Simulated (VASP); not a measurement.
# RbGe4N2 (Immm) in VASP: further runs

The runs below take RbGe4N2 through single point, with PBE.

Program: VASP 6.6.1. These are calculated values, not measurements. Logs are shortened: lines on timing, memory, paths and dates and some standing lists are left out, and cuts for length are marked.

**1. The cell of the first run**

The structure is orthorhombic, space group Immm (No. 71). Conventional cell: a = 5.801 Å, b = 6.684 Å, c = 8.250 Å, α = 90.00°, β = 90.00°, γ = 90.00°. Rb (site symmetry mmm) has 4 Ge at 2.29 Å and 2 N at 2.58 Å within 3.0 Å. Within 2.5 Å of Ge (site symmetry m) lie 2 Ge at 1.87 to 2.37 Å and 1 Rb at 2.29 Å. Within 2.0 Å of N (site symmetry m2m) lie 1 N at 1.52 Å.

The cell was generated, and may not be a known phase.

**2. Single point, PBE**

Contents of INCAR:

```
SYSTEM = RbGe4N2
  PREC = Accurate
  ENCUT = 520
  EDIFF = 1E-7
  ISMEAR = 0
  SIGMA = 0.1
  LREAL = .False.
  LASPH = .True.
  NELM = 100
  ALGO = Normal
  ISIF = 2
  LWAVE = .False.
  LCHARG = .False.
  GGA = PE
  NBANDS = 46
```

Contents of KPOINTS:

```
Automatic mesh
0
Gamma
  4 4 4
  0 0 0
```

Contents of POSCAR:

```
RbGe4N2
1.0
   -2.9006845600      3.3419272000      4.1249162500
    2.9006845600     -3.3419272000      4.1249162500
    2.9006845600      3.3419272000     -4.1249162500
Rb Ge N
1 4 2
Direct
    0.5000000000      0.5000000000      0.0000000000
    0.6436624800      0.9822315700      0.3385690900
    0.3563375200      0.0177684300      0.6614309100
    0.3563375200      0.6949066200      0.3385690900
    0.6436624800      0.3050933800      0.6614309100
    0.1138959900      0.5000000000      0.6138959900
    0.8861040100      0.5000000000      0.3861040100
```

Potentials or basis: VASP PAW PBE potentials, release 64 (Rb_sv, Ge_d, N).

Started as:

```bash
$ cat potpaw_PBE.64/Rb_sv/POTCAR potpaw_PBE.64/Ge_d/POTCAR potpaw_PBE.64/N/POTCAR > POTCAR
$ mpirun -np 1 vasp_std > vasp.out
```

OUTCAR:

```text
SYSTEM = RbGe4N2
   PREC = Accurate
   ENCUT = 520
   EDIFF = 1E-7
   ISMEAR = 0
   LREAL = .False.
   LASPH = .True.
   NELM = 100
   ISIF = 2
   GGA = PE

 ion  position               nearest neighbor table
   1  0.500  0.500  0.000-   2 2.29   3 2.29   4 2.29   5 2.29   6 2.58   7 2.58   5 4.02   4 4.02
                             2 4.02   3 4.02
   2  0.644  0.982  0.339-   5 1.87   1 2.29   4 2.37   1 4.02
   3  0.356  0.018  0.661-   4 1.87   1 2.29   5 2.37   1 4.02
   4  0.356  0.695  0.339-   3 1.87   1 2.29   2 2.37   1 4.02
   5  0.644  0.305  0.661-   2 1.87   1 2.29   3 2.37   1 4.02
   6  0.114  0.500  0.614-   7 1.52   1 2.58
   7  0.886  0.500  0.386-   6 1.52   1 2.58

  LATTYP: Found a body centered orthorhombic cell.
 ALAT       =     5.8013691200
 B/A-ratio  =     1.1521167265
 C/A-ratio  =     1.4220492317

  Lattice vectors:

 A1 = (  -2.9006845600,   3.3419272000,   4.1249162500)
 A2 = (   2.9006845600,  -3.3419272000,   4.1249162500)
 A3 = (   2.9006845600,   3.3419272000,  -4.1249162500)

Analysis of symmetry for initial positions (statically):
=====================================================================
 Subroutine PRICEL returns:
 Original cell was already a primitive cell.

 Routine SETGRP: Setting up the symmetry group for a
 body centered orthorhombic supercell.

 Subroutine GETGRP returns: Found  8 space group operations
 (whereof  8 operations were pure point group operations)
 out of a pool of  8 trial point group operations.

The static configuration has the point symmetry D_2h.

Analysis of symmetry for dynamics (positions and initial velocities):
=====================================================================
 Subroutine PRICEL returns:
 Original cell was already a primitive cell.

 Routine SETGRP: Setting up the symmetry group for a
 body centered orthorhombic supercell.

 Subroutine GETGRP returns: Found  8 space group operations
 (whereof  8 operations were pure point group operations)
 out of a pool of  8 trial point group operations.

The dynamic configuration has the point symmetry D_2h.

 Subroutine INISYM returns: Found  8 space group operations
 (whereof  8 operations are pure point group operations),
 and found     1 'primitive' translations

----------------------------------------------------------------------------------------

                                     Primitive cell

  volume of cell :     159.9457

  direct lattice vectors                    reciprocal lattice vectors
    -2.900684560  3.341927200  4.124916250     0.000000000  0.149614270  0.121214582
     2.900684560 -3.341927200  4.124916250     0.172373104  0.000000000  0.121214582
     2.900684560  3.341927200 -4.124916250     0.172373104  0.149614270  0.000000000

  length of vectors
     6.049577043  6.049577043  6.049577043     0.192554940  0.210726035  0.228247490

  position of ions in fractional coordinates (direct lattice)
     0.500000000  0.500000000  0.000000000
     0.643662480  0.982231570  0.338569090
     0.356337520  0.017768430  0.661430910
     0.356337520  0.694906620  0.338569090
     0.643662480  0.305093380  0.661430910
     0.113895990  0.500000000  0.613895990
     0.886104010  0.500000000  0.386104010

  ion indices of the primitive-cell ions
   primitive index   ion index
                 1           1
                 2           2
                 3           3
                 4           4
                 5           5
                 6           6
                 7           7

----------------------------------------------------------------------------------------

 KPOINTS: Automatic mesh

Automatic generation of k-mesh.
 Grid dimensions read from file:
 generate k-points for:    4    4    4

 Generating k-lattice:

  Cartesian coordinates                     Fractional coordinates (reciprocal lattice)
     0.000000000  0.037403568  0.030303646     0.250000000  0.000000000  0.000000000
     0.043093276  0.000000000  0.030303646     0.000000000  0.250000000  0.000000000
     0.043093276  0.037403568  0.000000000     0.000000000  0.000000000  0.250000000

  Length of vectors
     0.048138735  0.052681509  0.057061873

  Shift w.r.t. Gamma in fractional coordinates (k-lattice)
     0.000000000  0.000000000  0.000000000

 Subroutine IBZKPT returns following result:
 ===========================================

 Found     18 irreducible k-points:

 Following reciprocal coordinates:
            Coordinates               Weight
  0.000000  0.000000  0.000000      1.000000
  0.250000  0.000000 -0.000000      4.000000
  0.500000  0.000000 -0.000000      2.000000
  0.000000  0.250000 -0.000000      4.000000
  0.250000  0.250000 -0.000000      8.000000
  0.500000  0.250000 -0.000000      8.000000
[... 10 lines left out ...]
 -0.250000 -0.250000  0.250000      2.000000
  0.500000  0.500000  0.500000      1.000000
   k-points           NKPTS =     18   k-points in BZ     NKDIM =     18   number of bands    NBANDS=     46
   number of dos      NEDOS =    301   number of ions     NIONS =      7
   total plane-waves  NPLWV = 110592
   dimension x,y,z NGX =    48 NGY =   48 NGZ =   48
   dimension x,y,z NGXF=    96 NGYF=   96 NGZF=   96
   ions per type =               1   4   2
   NGX,Y,Z   is equivalent  to a cutoff of  13.19, 13.19, 13.19 a.u.
   NGXF,Y,Z  is equivalent  to a cutoff of  26.38, 26.38, 26.38 a.u.
 SYSTEM =  RbGe4N2
   PREC   = accura    normal or accurate (medium, high low for compatibility)
   ISTART =      0    job   : 0-new  1-cont  2-samecut
   ICHARG =      2    charge: 1-file 2-atom 10-const
   ISPIN  =      1    spin polarized calculation?
   LNONCOLLINEAR =      F non collinear calculations
   LSORBIT =      F    spin-orbit coupling
   LASPH  =      T    aspherical Exc in radial PAW
   ENCUT  =  520.0 eV  38.22 Ry    6.18 a.u.  11.25 11.25 11.25*2*pi/ulx,y,z
   NELM   =    100;   NELMIN=  2; NELMDL= -5     # of ELM steps
   EDIFF  = 0.1E-06   stopping-criterion for ELM
   LREAL  =      F    real-space projection
   EDIFFG = 0.1E-05   stopping-criterion for IOM
   NSW    =      0    number of steps for IOM
   IBRION =     -1    ionic relax: 0-MD 1-quasi-New 2-CG
   NFREE  =      0    steps in history (QN), initial steepest desc. (CG)
   ISIF   =      2    stress and relaxation
   ISYM   =      2    0-nonsym 1-usesym 2-fastsym
   POTIM  = 0.5000    time-step for ionic-motion
   TEBEG  =    0.0;   TEEND  =   0.0 temperature during run
   PSTRESS=    0.0 pullay stress
   NELECT =      75.0000    total number of electrons
   NUPDOWN=      -1.0000    fix difference up-down
   EMIN   =  10.00;   EMAX   =-10.00  energy-range for DOS
   EFERMI =   0.00;   METHOD = LEGACY
   ISMEAR =     0;   SIGMA  =   0.10  broadening in eV -4-tet -1-fermi 0-gaus
   EFERMI_NEDOS =   21; number of points for ismear=-14 and -15
   IALGO  =     38    algorithm
   IMIX   =      4    mixing-type and parameters
     AMIX     =   0.40;   BMIX     =  1.00
     AMIX_MAG =   1.60;   BMIX_MAG =  1.00
  volume/ion in A,a.u.               =      22.85       154.20
  Fermi-wavevector in a.u.,A,eV,Ry     =   1.271855  2.403458 22.009002  1.617616
  Thomas-Fermi vector in A             =   2.404766
   LORBIT       =      0    0 simple, 1 ext, 2 COOP (PROOUT), +10 PAW based schemes
   GGA     = PE    functional components
   LHFCALC =     F    Hartree Fock is set to
   AEXX    =    0.0000 exact exchange contribution
   IVDW    =     0    specifies the selected vdW correction
   LEPSILON=     F    determine dielectric tensor
   LRPA    =     F    only Hartree local field effects (RPA)
 non-spin polarized calculation
 Gauss-broadening in eV      SIGMA  =   0.10
  energy-cutoff  :      520.00
  volume of cell :      159.95
 maximum number of plane-waves:      4342
 NGX is ok and might be reduce to    48
   NGX = 23   NGY = 23   NGZ = 23

 number of electron      75.0000015 magnetization

 Free energy of the ion-electron system (eV)
  ---------------------------------------------------
  ext. energy  EPLUGINS =         0.00000000
  ---------------------------------------------------
  free energy    TOTEN  =       -13.37353378 eV

  energy without entropy =      -13.35269838  energy(sigma->0) =      -13.36311608

 E-fermi :   2.5842     XC(G=0):  -8.8257

 val. band max:        2.5696736451   @ k =  -0.2500   0.5000   0.2500
 cond. band min:       2.6315407392   @ k =   0.2500   0.2500  -0.0000
 fundamental gap:      0.0618670940
 Fermi energy:         2.5842196556

 k-point     1 :       0.0000    0.0000    0.0000
  band No.  band energies     occupation
      1     -25.9513      2.00000
      2     -23.5142      2.00000
      3     -23.4909      2.00000
      4     -22.9542      2.00000
      5     -22.9144      2.00000
      6     -22.8987      2.00000
[... 38 lines left out ...]
     45       7.3518      0.00000
     46       8.1261      0.00000

 k-point     2 :       0.2500    0.0000   -0.0000
  band No.  band energies     occupation
      1     -25.9508      2.00000
      2     -23.5142      2.00000
      3     -23.4907      2.00000
      4     -22.9544      2.00000
      5     -22.9142      2.00000
      6     -22.8987      2.00000
[... 38 lines left out ...]
     45       7.1107      0.00000
     46       7.9560      0.00000

 k-point     3 :       0.5000    0.0000   -0.0000
  band No.  band energies     occupation
      1     -25.9504      2.00000
      2     -23.5142      2.00000
      3     -23.4906      2.00000
      4     -22.9546      2.00000
      5     -22.9139      2.00000
      6     -22.8987      2.00000
[... 38 lines left out ...]
     45       7.1269      0.00000
     46       7.3745      0.00000

 k-point     4 :       0.0000    0.2500   -0.0000
  band No.  band energies     occupation
      1     -25.9287      2.00000
      2     -23.5229      2.00000
      3     -23.5064      2.00000
      4     -23.0516      2.00000
      5     -22.9125      2.00000
      6     -22.8972      2.00000
[... 626 lines left out ...]
     45       6.8349      0.00000
     46       7.7335      0.00000

 k-point    17 :      -0.2500   -0.2500    0.2500
  band No.  band energies     occupation
      1     -25.9506      2.00000
      2     -23.5143      2.00000
      3     -23.4906      2.00000
      4     -22.9546      2.00000
      5     -22.9139      2.00000
      6     -22.8987      2.00000
[... 38 lines left out ...]
     45       7.2140      0.00000
     46       7.8285      0.00000

 k-point    18 :       0.5000    0.5000    0.5000
  band No.  band energies     occupation
      1     -25.9501      2.00000
      2     -23.5143      2.00000
      3     -23.4904      2.00000
      4     -22.9551      2.00000
      5     -22.9134      2.00000
      6     -22.8986      2.00000
[... 38 lines left out ...]
     45       7.3062      0.00000
     46       7.6550      0.00000

------------------------ aborting loop because EDIFF is reached ----------------------------------------

  FORCE on cell =-STRESS in cart. coord.  units (eV):
  Direction    XX          YY          ZZ          XY          YZ          ZX
  --------------------------------------------------------------------------------------
  -------------------------------------------------------------------------------------
  Total       93.6569395    -17.6686942     21.5347856      0.0000000      0.0000000      0.0000000
  in kB      938.1621975   -176.9874290    215.7140934      0.0000000      0.0000000      0.0000000
  external PRESSURE =     325.6296206 kB  Pullay stress =       0.0000000 kB

 VOLUME and BASIS-vectors are now :
 -----------------------------------------------------------------------------
  energy-cutoff  :      520.00
  volume of cell :      159.95
      direct lattice vectors                 reciprocal lattice vectors
    -2.900684560  3.341927200  4.124916250     0.000000000  0.149614270  0.121214582
     2.900684560 -3.341927200  4.124916250     0.172373104  0.000000000  0.121214582
     2.900684560  3.341927200 -4.124916250     0.172373104  0.149614270  0.000000000

 POSITION                                       TOTAL-FORCE (eV/Angst)
 -----------------------------------------------------------------------------------
      0.00000      0.00000      4.12492         0.000000     -0.000000      0.000000
      1.96416     -0.00000      5.31011        -9.408912     -0.000000      4.915166
      0.93652      3.34193     -1.18519         9.408912      0.000000     -4.915166
      1.96416     -0.00000      2.93972        -9.408912     -0.000000     -4.915166
      0.93652      3.34193      1.18519         9.408912      0.000000      4.915166
      2.90068      0.76126      0.00000         0.000000    -10.668419      0.000000
     -0.00000      2.58066      4.12492         0.000000     10.668419      0.000000
 -----------------------------------------------------------------------------------
    total drift:                                0.000000      0.000000      0.000000

  FREE ENERGIE OF THE ION-ELECTRON SYSTEM (eV)
  ---------------------------------------------------
  free  energy   TOTEN  =       -13.3735337829 eV

  energy  without entropy=      -13.3526983822  energy(sigma->0) =      -13.36311608
```

It took 4.2 min on 1 thread of Intel Xeon Platinum 8259CL at 2.50GHz (Skylake/Cascade Lake), shared host; peak memory 0.38 GiB.

Results:

```yaml
Free_energy: -13.3735 eV
Pressure: 32.6 GPa
Largest_force: 10.668 eV/Å
Band_gap_on_the_k_mesh: zero (an odd number of electrons rules out a gap without spin polarisation)
```

Forces on the atoms (eV/Å):
```
Rb    0.000   0.000   0.000
Ge   -9.409   0.000   4.915
Ge    9.409   0.000  -4.915
Ge   -9.409   0.000  -4.915
Ge    9.409   0.000   4.915
N     0.000 -10.668   0.000
N     0.000  10.668   0.000
```

Caveat: the stress differs along the axes, from -18 to 94 GPa; an odd number of electrons without spin polarisation forces a metal; a magnetic or distorted state may lie lower.

(Part 1 of 2 ends here.)

The gap in the log of VASP goes by the Fermi energy; the results here count the filled bands.